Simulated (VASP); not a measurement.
Write the native input for VASP 6.6.1 that does the following.

| Item | Value |
| --- | --- |
| Task | single point |
| Functional | r2SCAN |
| Potentials or basis | VASP PAW PBE potentials, release 64 (Si, C) |
| Cutoff | 520 eV |
| k mesh | 12 × 12 × 2 |
| Occupations | gaussian, width 0.02 eV |
| Spin | no spin polarisation |
| Dipole correction | no |
| Further INCAR settings | ALGO = Normal; EDIFF = 1e-06; NBANDS = 36 |

Crystal: SiC.

```
Si C
1.0
     3.10897    0.00000    0.00000
    -1.55448    2.69244    0.00000
     0.00000    0.00000   15.25605
Si C
6 6
Direct
  0.00000 0.00000 0.12504
  0.00000 0.00000 0.62504
  0.33333 0.66667 0.29182
  0.66667 0.33333 0.79182
  0.33333 0.66667 0.95830
  0.66667 0.33333 0.45830
  0.00000 0.00000 0.99969
  0.00000 0.00000 0.49969
  0.33333 0.66667 0.16685
  0.66667 0.33333 0.66685
  0.33333 0.66667 0.83332
  0.66667 0.33333 0.33332
```

The input as run:

POSCAR

```
SiC
1.0
    3.1089652808      0.0000000000      0.0000000000
   -1.5544826404      2.6924429127      0.0000000000
    0.0000000000      0.0000000000     15.2560511645
Si C
6 6
Direct
    0.0000000000      0.0000000000      0.1250355593
    0.0000000000      0.0000000000      0.6250355593
    0.3333333333      0.6666666667      0.2918164361
    0.6666666667      0.3333333333      0.7918164361
    0.3333333333      0.6666666667      0.9583009458
    0.6666666667      0.3333333333      0.4583009458
    0.0000000000      0.0000000000     -0.0003142766
    0.0000000000      0.0000000000      0.4996857234
    0.3333333333      0.6666666667      0.1668458293
    0.6666666667      0.3333333333      0.6668458293
    0.3333333333      0.6666666667      0.8333155061
    0.6666666667      0.3333333333      0.3333155061
```

INCAR.step1

```
SYSTEM = SiC
  PREC = Accurate
  ENCUT = 520
  ISMEAR = 0
  SIGMA = 0.02
  LREAL = .FALSE.
  LASPH = .TRUE.
  NELM = 100
  NBANDS = 36
  GGA = PE
  ALGO = Normal
  EDIFF = 1E-4
  LWAVE = .TRUE.
  LCHARG = .FALSE.
```

INCAR.step2

```
SYSTEM = SiC
  PREC = Accurate
  ENCUT = 520
  EDIFF = 1E-6
  ISMEAR = 0
  SIGMA = 0.02
  LREAL = .FALSE.
  LASPH = .TRUE.
  NELM = 100
  ALGO = Normal
  ISIF = 2
  LWAVE = .FALSE.
  LCHARG = .FALSE.
  METAGGA = R2SCAN
  LMIXTAU = .TRUE.
  NBANDS = 36
  ISTART = 1
```

KPOINTS

```
Automatic mesh
0
G
  12 12 2
  0 0 0
```

Potentials or basis: VASP PAW PBE potentials, release 64 (Si, C).

Launch:

```console
$ cat potpaw_PBE.64/Si/POTCAR potpaw_PBE.64/C/POTCAR > POTCAR
$ cp INCAR.step1 INCAR
$ mpirun -np 1 vasp_std > vasp.out
$ cp INCAR.step2 INCAR
$ mpirun -np 1 vasp_std > vasp.out
```

Results of the run:

```
Pressure               : -6.5 GPa
Largest force          : 0.011 eV/Å
Band gap on the k mesh : 2.40 eV (least direct gap 3.55 eV)
```

Caveat: the cell stands under tension; the PAW data sets were made with another functional, which shifts forces and pressure a little.

Run time: 6.4 min on 1 thread of Intel(R) Xeon(R) 6975P-C (Granite Rapids) (shared host), peak memory 0.34 GiB.
